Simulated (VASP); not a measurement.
Here is a VASP 6.6.1 calculation.

INCAR

```
SYSTEM = CdGeAs2
ALGO = Normal ; EDIFF = 1E-6
EDIFFG = -0.01 ; ENCUT = 600
GGA = PS ; IBRION = 2
ISIF = 3 ; ISMEAR = 0
LASPH = .TRUE. ; LCHARG = .FALSE.
LREAL = .FALSE. ; LWAVE = .FALSE.
NELM = 80 ; NSW = 80
PREC = Accurate ; SIGMA = 0.1
```

File KPOINTS:

```
k-points
0
G
  10 10 8
  0 0 0
```

Contents of POSCAR:

```
CdGeAs2
1.0
    4.1441162574      0.0000000000      0.0000000000
    0.0000000000      4.1441162574      0.0000000000
    0.0000000000      0.0000000000      5.9039978346
Cd Ge As
1 1 2
Direct
    0.0000000000      0.0000000000      0.5000000000
    0.5000000000      0.5000000000      0.0000000000
    0.5000000000      0.0000000000      0.7697097067
    0.0000000000      0.5000000000      0.2302902933
```

Potentials or basis: VASP PAW PBE potentials, release 64 (Cd, Ge_d, As).

The run is started by

```console
$ cat potpaw_PBE.64/Cd/POTCAR potpaw_PBE.64/Ge_d/POTCAR potpaw_PBE.64/As/POTCAR > POTCAR
$ mpirun -np 1 vasp_std > vasp.out
```

(1) Estimate the space group after relaxing (to 0.1 Å).

(2) What does it give for the relaxed volume?

(3) Predict the relaxed cell.

Answers

(1) P-4m2 (No. 115).

(2) 25.21 Å³/atom.

(3) a = 4.072 Å, b = 4.072 Å, c = 6.083 Å, α = 90.00°, β = 90.00°, γ = 90.00°.

Caveat: the PAW data sets were made with another functional, which shifts forces and pressure a little.
